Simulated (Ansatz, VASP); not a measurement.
## Ge in VASP and in Ansatz

```
CELL_PARAMETERS angstrom
-2.43486 2.43486 1.36175
2.43486 -2.43486 1.36175
2.43486 2.43486 -1.36175
ATOMIC_POSITIONS crystal
Ge 0.25000 0.75000 0.50000
Ge 0.50000 0.50000 0.00000
```

Change from the starting cell: strain -0.050 along x and y, -0.025 along z, atoms carried along.

Alike in both runs: task single point; functional PBEsol; k mesh 24 × 24 × 24; occupations gaussian, width 0.15 eV; no spin polarisation.

```csv
,VASP,Ansatz
version,VASP 6.6.1,Ansatz 0.2.0
potentials or method,"VASP PAW PBE potentials, release 64 (Ge_d), cutoff 520 eV","scalar-relativistic, plane waves, PAW"
valence electrons in the cell,28,28
```

|  | VASP | Ansatz | Ansatz less VASP |
| --- | --- | --- | --- |
| gap on the k mesh at the Fermi level (eV) | none | none | - |
| pressure (GPa) | 14.2 | 13.7 | -0.53 |
| traceless stress, the component that is largest in VASP (GPa) | -2.15 | -2.20 | -0.050 |

VASP's potentials were made for PBE, not for PBEsol. A gap of «none» marks a metal or a gap that the smearing closes.
